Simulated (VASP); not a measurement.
# SrCa (R-3m) in VASP: single point with LDA

Aim: the single point of SrCa with LDA.

All numbers are computed with VASP 6.6.1; they aren't measurements. Logs are shortened: lines on timing, memory, paths and dates and some standing lists are left out, and cuts for length are marked.

### Step 1. The cell of the first run

It takes space group R-3m (No. 166, trigonal). The conventional cell has a = 4.135 Å, b = 4.135 Å, c = 20.205 Å, α = 90.00°, β = 90.00°, γ = 120.00°. Sr (site symmetry -3m) has 6 Ca at 4.13 Å and 6 Sr at 4.13 Å within 5.4 Å. Within 5.4 Å of Ca (site symmetry -3m) lie 6 Sr at 4.13 Å and 6 Ca at 4.13 Å.

### Step 2. Single point, LDA

The input, INCAR:

```
PREC     = Accurate       # precision mode
ENCUT    = 520            # plane-wave cutoff, eV
EDIFF    = 1E-6           # SCF threshold, eV
ISMEAR   = -1             # smearing method
SIGMA    = 0.1            # smearing width, eV
LREAL    = False          # projectors in reciprocal space
LASPH    = True           # aspherical terms in the spheres
NELM     = 100            # most SCF steps
ALGO     = Normal         # electronic algorithm
ISIF     = 2              # what is computed and relaxed
LWAVE    = False          # write WAVECAR
LCHARG   = False          # write CHGCAR
GGA      = CA             # functional
NBANDS   = 17             # bands
```

The input, KPOINTS:

```
Automatic mesh
0
Gamma
  8 8 8
```

The input, POSCAR:

```
SrCa
1.0
    2.0673740000      1.1935990000      6.7349910000
   -2.0673740000      1.1935990000      6.7349910000
    0.0000000000     -2.3871980000      6.7349910000
Sr Ca
1 1
Direct
    0.5000000000      0.5000000000      0.5000000000
    0.0000000000      0.0000000000      0.0000000000
```

Potentials or basis: VASP PAW LDA potentials, release 64 (Sr_sv, Ca_sv).

Started as:

```
cat potpaw_LDA.64/Sr_sv/POTCAR potpaw_LDA.64/Ca_sv/POTCAR > POTCAR
mpirun -np 1 vasp_std > vasp.out
```

OUTCAR:

```text
PREC = Accurate
   ENCUT = 520
   EDIFF = 1E-6
   ISMEAR = -1
   LREAL = False
   LASPH = True
   NELM = 100
   ISIF = 2
   GGA = CA

 ion  position               nearest neighbor table
   1  0.500  0.500  0.500-   2 4.13   2 4.13   2 4.13   2 4.13   2 4.13   2 4.13
   2  0.000  0.000  0.000-   1 4.13   1 4.13   1 4.13   1 4.13   1 4.13   1 4.13

  LATTYP: Found a trigonal (rhomboedric) cell.
 ALAT       =     7.1455452975
 COS(alpha) =     0.8325838402

  Lattice vectors:

 A1 = (   2.0673740000,   1.1935990000,   6.7349910000)
 A2 = (  -2.0673740000,   1.1935990000,   6.7349910000)
 A3 = (   0.0000000000,  -2.3871980000,   6.7349910000)

Analysis of symmetry for initial positions (statically):
=====================================================================
 Subroutine PRICEL returns:
 Original cell was already a primitive cell.

 Routine SETGRP: Setting up the symmetry group for a
 trigonal (rhombohedral) supercell.

 Subroutine GETGRP returns: Found 12 space group operations
 (whereof 12 operations were pure point group operations)
 out of a pool of 12 trial point group operations.

The static configuration has the point symmetry D_3d.

Analysis of symmetry for dynamics (positions and initial velocities):
=====================================================================
 Subroutine PRICEL returns:
 Original cell was already a primitive cell.

 Routine SETGRP: Setting up the symmetry group for a
 trigonal (rhombohedral) supercell.

 Subroutine GETGRP returns: Found 12 space group operations
 (whereof 12 operations were pure point group operations)
 out of a pool of 12 trial point group operations.

The dynamic configuration has the point symmetry D_3d.

 Subroutine INISYM returns: Found 12 space group operations
 (whereof 12 operations are pure point group operations),
 and found     1 'primitive' translations

----------------------------------------------------------------------------------------

                                     Primitive cell

  volume of cell :      99.7162

  direct lattice vectors                    reciprocal lattice vectors
     2.067374000  1.193599000  6.734991000     0.241852708  0.139633718  0.049492766
    -2.067374000  1.193599000  6.734991000    -0.241852708  0.139633718  0.049492766
     0.000000000 -2.387198000  6.734991000     0.000000000 -0.279267437  0.049492766

  length of vectors
     7.145545298  7.145545298  7.145545330     0.283619184  0.283619184  0.283619173

  position of ions in fractional coordinates (direct lattice)
     0.500000000  0.500000000  0.500000000
     0.000000000  0.000000000  0.000000000

  ion indices of the primitive-cell ions
   primitive index   ion index
                 1           1
                 2           2

----------------------------------------------------------------------------------------

 KPOINTS: Automatic mesh

Automatic generation of k-mesh.
 Grid dimensions read from file:
 generate k-points for:    8    8    8

 Generating k-lattice:

  Cartesian coordinates                     Fractional coordinates (reciprocal lattice)
     0.030231588  0.017454215  0.006186596     0.125000000  0.000000000  0.000000000
    -0.030231588  0.017454215  0.006186596     0.000000000  0.125000000  0.000000000
     0.000000000 -0.034908430  0.006186596     0.000000000  0.000000000  0.125000000

  Length of vectors
     0.035452398  0.035452398  0.035452397

  Shift w.r.t. Gamma in fractional coordinates (k-lattice)
     0.000000000  0.000000000  0.000000000

 Subroutine IBZKPT returns following result:
 ===========================================

 Found     65 irreducible k-points:

 Following reciprocal coordinates:
            Coordinates               Weight
  0.000000  0.000000  0.000000      1.000000
  0.125000  0.000000 -0.000000      6.000000
  0.250000  0.000000 -0.000000      6.000000
  0.375000 -0.000000 -0.000000      6.000000
  0.500000  0.000000 -0.000000      3.000000
  0.125000  0.125000 -0.000000      6.000000
[... 16 lines left out ...]
  0.250000  0.125000  0.125000      6.000000
  0.375000  0.125000  0.125000      6.000000
 [... further k-points ...]
   k-points           NKPTS =     65   k-points in BZ     NKDIM =     65   number of bands    NBANDS=     17
   number of dos      NEDOS =    301   number of ions     NIONS =      2
   total plane-waves  NPLWV = 157464
   dimension x,y,z NGX =    54 NGY =   54 NGZ =   54
   dimension x,y,z NGXF=   108 NGYF=  108 NGZF=  108
   ions per type =               1   1
   NGX,Y,Z   is equivalent  to a cutoff of  12.56, 12.56, 12.56 a.u.
   NGXF,Y,Z  is equivalent  to a cutoff of  25.13, 25.13, 25.13 a.u.
 SYSTEM =  unknown system
   PREC   = accura    normal or accurate (medium, high low for compatibility)
   ISTART =      0    job   : 0-new  1-cont  2-samecut
   ICHARG =      2    charge: 1-file 2-atom 10-const
   ISPIN  =      1    spin polarized calculation?
   LNONCOLLINEAR =      F non collinear calculations
   LSORBIT =      F    spin-orbit coupling
   LASPH  =      T    aspherical Exc in radial PAW
   ENCUT  =  520.0 eV  38.22 Ry    6.18 a.u.  13.29 13.29 13.29*2*pi/ulx,y,z
   NELM   =    100;   NELMIN=  2; NELMDL= -5     # of ELM steps
   EDIFF  = 0.1E-05   stopping-criterion for ELM
   LREAL  =      F    real-space projection
   EDIFFG = 0.1E-04   stopping-criterion for IOM
   NSW    =      0    number of steps for IOM
   IBRION =     -1    ionic relax: 0-MD 1-quasi-New 2-CG
   NFREE  =      0    steps in history (QN), initial steepest desc. (CG)
   ISIF   =      2    stress and relaxation
   ISYM   =      2    0-nonsym 1-usesym 2-fastsym
   POTIM  = 0.5000    time-step for ionic-motion
   TEBEG  =    0.0;   TEEND  =   0.0 temperature during run
   PSTRESS=    0.0 pullay stress
   NELECT =      20.0000    total number of electrons
   NUPDOWN=      -1.0000    fix difference up-down
   EMIN   =  10.00;   EMAX   =-10.00  energy-range for DOS
   EFERMI =   0.00;   METHOD = LEGACY
   ISMEAR =    -1;   SIGMA  =   0.10  broadening in eV -4-tet -1-fermi 0-gaus
   EFERMI_NEDOS =   21; number of points for ismear=-14 and -15
   IALGO  =     38    algorithm
   IMIX   =      4    mixing-type and parameters
     AMIX     =   0.40;   BMIX     =  1.00
     AMIX_MAG =   1.60;   BMIX_MAG =  1.00
  volume/ion in A,a.u.               =      49.86       336.46
  Fermi-wavevector in a.u.,A,eV,Ry     =   0.958288  1.810903 12.494457  0.918317
  Thomas-Fermi vector in A             =   2.087382
   LORBIT       =      0    0 simple, 1 ext, 2 COOP (PROOUT), +10 PAW based schemes
   GGA     = CA    functional components
   LHFCALC =     F    Hartree Fock is set to
   AEXX    =    0.0000 exact exchange contribution
   IVDW    =     0    specifies the selected vdW correction
   LEPSILON=     F    determine dielectric tensor
   LRPA    =     F    only Hartree local field effects (RPA)
 non-spin polarized calculation
  energy-cutoff  :      520.00
  volume of cell :       99.72
 maximum number of plane-waves:      2713
 NGX is ok and might be reduce to    54
   NGX = 27   NGY = 27   NGZ = 27

 number of electron      19.9999999 magnetization

 Free energy of the ion-electron system (eV)
  ---------------------------------------------------
  ext. energy  EPLUGINS =         0.00000000
  ---------------------------------------------------
  free energy    TOTEN  =        -4.01771640 eV

  energy without entropy =       -3.93306152  energy(sigma->0) =       -3.97538896

 E-fermi :   1.4552     XC(G=0):  -7.6575

 val. band max:        1.4333961970   @ k =  -0.2500   0.1250   0.1250
 cond. band min:       1.4573223393   @ k =   0.5000   0.5000  -0.0000
 fundamental gap:      0.0239261423
 Fermi energy:         1.4552359680

 k-point     1 :       0.0000    0.0000    0.0000
  band No.  band energies     occupation
      1     -40.4230      2.00000
      2     -34.8094      2.00000
      3     -21.7032      2.00000
      4     -21.6570      2.00000
      5     -21.6570      2.00000
      6     -16.8995      2.00000
[... 9 lines left out ...]
     16       3.6460      0.00000
     17       4.7403      0.00000

 k-point     2 :       0.1250    0.0000   -0.0000
  band No.  band energies     occupation
      1     -40.4224      2.00000
      2     -34.8072      2.00000
      3     -21.7020      2.00000
      4     -21.6656      2.00000
      5     -21.6592      2.00000
      6     -16.8953      2.00000
[... 9 lines left out ...]
     16       3.7363      0.00000
     17       4.5331      0.00000

 k-point     3 :       0.2500    0.0000   -0.0000
  band No.  band energies     occupation
      1     -40.4209      2.00000
      2     -34.8020      2.00000
      3     -21.6991      2.00000
      4     -21.6863      2.00000
      5     -21.6642      2.00000
      6     -16.9076      2.00000
[... 9 lines left out ...]
     16       3.9767      0.00000
     17       4.2951      0.00000

 k-point     4 :       0.3750   -0.0000   -0.0000
  band No.  band energies     occupation
      1     -40.4194      2.00000
      2     -34.7967      2.00000
      3     -21.7068      2.00000
      4     -21.6961      2.00000
      5     -21.6693      2.00000
      6     -16.9819      2.00000
[... 9 lines left out ...]
     16       4.3701      0.00000
     17       4.7285      0.00000
[... 343 lines left out ...]
      1     -40.4230      2.00000
      2     -34.8094      2.00000
      3     -21.7031      2.00000
      4     -21.6570      2.00000
      5     -21.6570      2.00000
      6     -16.8999      2.00000
[... 9 lines left out ...]
     16       3.6811      0.00000
     17       4.6953      0.00000

 k-point    23 :       0.2500    0.1250    0.1250
  band No.  band energies     occupation
      1     -40.4224      2.00000
      2     -34.8072      2.00000
      3     -21.7018      2.00000
      4     -21.6656      2.00000
      5     -21.6591      2.00000
      6     -16.8958      2.00000
[... 9 lines left out ...]
     16       3.7989      0.00000
     17       4.3631      0.00000

 k-point    24 :       0.3750    0.1250    0.1250
  band No.  band energies     occupation
      1     -40.4209      2.00000
      2     -34.8020      2.00000
      3     -21.6989      2.00000
      4     -21.6863      2.00000
      5     -21.6642      2.00000
      6     -16.9075      2.00000
[... 9 lines left out ...]
     16       3.9621      0.00000
     17       4.1739      0.00000

 [... further k-points ...]

------------------------ aborting loop because EDIFF is reached ----------------------------------------

  FORCE on cell =-STRESS in cart. coord.  units (eV):
  Direction    XX          YY          ZZ          XY          YZ          ZX
  --------------------------------------------------------------------------------------
  -------------------------------------------------------------------------------------
  Total       -1.1051939     -1.1051940     -1.1764579      0.0000000     -0.0000000     -0.0000000
  in kB      -17.7575599    -17.7575618    -18.9025859      0.0000000     -0.0000000     -0.0000000
  external PRESSURE =     -18.1392359 kB  Pullay stress =       0.0000000 kB

 VOLUME and BASIS-vectors are now :
 -----------------------------------------------------------------------------
  energy-cutoff  :      520.00
  volume of cell :       99.72
      direct lattice vectors                 reciprocal lattice vectors
     2.067374000  1.193599000  6.734991000     0.241852708  0.139633718  0.049492766
    -2.067374000  1.193599000  6.734991000    -0.241852708  0.139633718  0.049492766
     0.000000000 -2.387198000  6.734991000     0.000000000 -0.279267437  0.049492766

 POSITION                                       TOTAL-FORCE (eV/Angst)
 -----------------------------------------------------------------------------------
      0.00000      0.00000     10.10249         0.000000     -0.000000     -0.000000
      0.00000      0.00000      0.00000        -0.000000      0.000000      0.000000
 -----------------------------------------------------------------------------------
    total drift:                                0.000000      0.000000      0.000000

  FREE ENERGIE OF THE ION-ELECTRON SYSTEM (eV)
  ---------------------------------------------------
  free  energy   TOTEN  =        -4.0177164013 eV

  energy  without entropy=       -3.9330615185  energy(sigma->0) =       -3.97538896
```

It took 7.3 min on 1 thread of Intel Xeon 8259CL, shared host; peak memory 0.38 GiB.

Results:

```yaml
Free_energy: -4.0177 eV
Pressure: -1.8 GPa
Band_gap_on_the_k_mesh: zero (bands 10 and 11 overlap by 0.14 eV)
```

Levels at points of the mesh, in eV from the Fermi level:
```tsv
k point	band 8	band 9	band 10	band 11	band 12	band 13
(0.00, 0.00, 0.00)	-18.25	-3.75	-1.07	0.04	1.98	1.98
(0.50, 0.00, 0.00)	-18.31	-0.88	-0.66	0.15	0.56	1.24
(0.50, 0.50, 0.00)	-18.31	-1.10	-0.53	0.00	0.43	1.07
(0.50, 0.50, 0.50)	-18.26	-2.80	-2.78	1.25	1.29	2.12
```
